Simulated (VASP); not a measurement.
AlInH4: single point with PBE

AlInH4:

```xyz
6
Lattice="0.0000 3.7409 3.7409 3.7409 0.0000 3.7409 3.7409 3.7409 0.0000" Properties=species:S:1:pos:R:3 pbc="T T T"
Al    3.7409    3.7409    3.7409
In    5.6114    5.6114    5.6114
H     2.7956    2.7956    2.7956
H     0.9453    0.9453    2.7956
H     0.9453    2.7956    0.9453
H     2.7956    0.9453    0.9453
```

The cell was built from a structure type or drawn by symmetry, and may not be a known phase.

| Item | Value |
| --- | --- |
| Program | VASP 6.6.1 |
| Task | single point |
| Functional | PBE |
| Potentials or basis | VASP PAW PBE potentials, release 64 (Al, In_d, H) |
| Cutoff | 520 eV |
| k mesh | 4 × 4 × 4 |
| Occupations | gaussian, width 0.1 eV |
| Spin | no spin polarisation |
| Dipole correction | no |
| Further INCAR settings | ALGO = Normal; EDIFF = 1e-06; NBANDS = 19 |

```json
{"Pressure": "0.2 GPa", "Largest force": "0.017 eV/Å", "Band gap on the k mesh": "3.12 eV (least direct gap 3.34 eV)"}
```

Forces on the atoms (eV/Å):
```
Al   0.000  0.000  0.000
In   0.000  0.000  0.000
H    0.010  0.010  0.010
H   -0.010 -0.010  0.010
H   -0.010  0.010 -0.010
H    0.010 -0.010 -0.010
```

Levels at points of the mesh, in eV from the valence-band top:
| k point | band 8 | band 9 | band 10 | band 11 | band 12 | band 13 |
| --- | --- | --- | --- | --- | --- | --- |
| (0.00, 0.00, 0.00) | -0.67 | -0.67 | -0.48 | 3.12 | 3.12 | 3.12 |
| (0.50, 0.00, 0.00) | -0.87 | -0.87 | -0.71 | 3.22 | 3.22 | 4.73 |
| (0.50, 0.50, 0.00) | -1.30 | -1.30 | -1.22 | 3.33 | 4.30 | 4.30 |

It took 17 s on 1 thread of AMD EPYC 7R13 Processor (Zen 3), on a shared host, peak memory 0.21 GiB.

Caveat: spin-orbit coupling is left out, which moves the levels of the heavy elements. A k mesh can miss the band edges.
